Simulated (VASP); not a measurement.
Mg: single point with LDA

Crystal: Mg.

```
CELL_PARAMETERS angstrom
3.13636 0.00000 0.00000
-1.56818 2.71617 0.00000
0.00000 0.00000 5.07299
ATOMIC_POSITIONS crystal
Mg 0.33333 0.66667 0.25000
Mg 0.66667 0.33333 0.75000
```

* Program: VASP 6.6.1
* Task: single point
* Functional: LDA
* Potentials or basis: VASP PAW LDA potentials, release 64 (Mg)
* Cutoff: 520 eV
* k mesh: 18 × 18 × 10
* Occupations: gaussian, width 0.1 eV
* Spin: no spin polarisation
* Dipole correction: no
* Further INCAR settings: ALGO = Fast; EDIFF = 1e-07; NBANDS = 9

The pressure is -0.3 GPa and the band gap on the k mesh is zero (band 2 reaches 3.81 eV, above the bottom of band 3 at 1.55 eV).

Levels at points of the mesh, in eV from the Fermi level:
```csv
k point,band 1,band 2,band 3,band 4,band 5,band 6
"(0.00, 0.00, 0.00)",-7.17,-1.72,-1.22,11.22,11.22,11.38
"(0.50, 0.00, 0.00)",-2.22,-2.20,2.76,3.11,3.45,3.85
"(0.00, 0.00, 0.50)",-5.72,-5.72,5.27,5.27,11.98,11.98
"(0.50, 0.00, 0.50)",-1.14,-1.14,-0.45,-0.45,8.26,8.26
```

Run time: 18 s on 1 thread of Intel(R) Xeon(R) 6975P-C (Granite Rapids), on a shared host, peak memory 0.2 GiB.
